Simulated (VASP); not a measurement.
Here is a VASP 6.6.1 calculation.

File INCAR:

```
PREC = Accurate ; ENCUT = 520
EDIFF = 1E-6 ; ISMEAR = -1
SIGMA = 0.1 ; LREAL = F
LASPH = T ; NELM = 100
ALGO = Normal ; ISIF = 2
LWAVE = F ; LCHARG = F
GGA = PE ; NBANDS = 16
```

Contents of KPOINTS:

```
Automatic mesh
0
Gamma
  24 24 13
```

File POSCAR:

```
Co
1.0
    2.5222766501      0.0000000000      0.0000000000
   -1.2611383250      2.1843556544      0.0000000000
    0.0000000000      0.0000000000      4.0636112955
Co
2
Direct
    0.3333333333      0.6666666667      0.2500000000
    0.6666666667      0.3333333333      0.7500000000
```

Potentials or basis: VASP PAW PBE potentials, release 64 (Co).

Run with:

```bash
$ cat potpaw_PBE.64/Co/POTCAR > POTCAR
$ mpirun -np 1 vasp_std > vasp.out
```

(1) Predict the pressure.

(2) What does it give for the band gap on the k mesh?

Answers

(1) -16.3 GPa.

(2) zero (band 9 reaches 10.03 eV, above the bottom of band 10 at 8.67 eV).

Caveat: the run has no spin polarisation, though such a crystal can be magnetic.
